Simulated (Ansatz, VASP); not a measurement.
**One calculation of LaAl2Sb2, two programs**

```xyz
5
Lattice="2.3170 4.0132 0.0000 -2.3170 4.0132 0.0000 0.0000 0.0000 7.5631" Properties=species:S:1:pos:R:3 pbc="T T T"
Sb   -0.0002    2.6756    2.0566
Sb    0.0002    5.3508    5.5065
Al   -0.0002    2.6756    4.8305
Al    0.0002    5.3508    2.7325
La    0.0000    0.0000    0.0000
```

Alike in both runs: task single point; functional PBE; k mesh 5 × 5 × 3; occupations methfessel-paxton of order 1, width 0.0883 eV; no spin polarisation; Hubbard terms La f U = 3.0 eV.

|  | VASP | Ansatz |
| --- | --- | --- |
| version | VASP 6.6.1 | Ansatz 0.2.0 |
| potentials or method | VASP PAW PBE potentials, release 64 (Sb, Al, La), cutoff 520 eV | PAW plane waves |
| valence electrons in the cell | 27 | 47 |

```csv
,VASP,Ansatz,Ansatz less VASP
gap on the k mesh at the Fermi level (eV),none,none,-
pressure (GPa),0.1,0.0,-0.05
"traceless stress, the component that is largest in VASP (GPa)",-2.20,-2.19,+0.010
rms of the force components (eV/Å),0.139,0.132,-0.0070
```

The programs project onto different local orbitals, so the same U acts differently, and such runs can settle in different states. Atom by atom the forces differ by 0.012 eV/Å (rms over components). A gap of «none» marks a metal or a gap that the smearing closes. VASP's potentials hold 27 valence electrons a cell and Ansatz's 47, so a difference there can come from the potentials and not from the codes. Ansatz's warnings: filled band counts differ across k points, structure snapped to symmetry.

Neither program's run includes spin-orbit coupling.
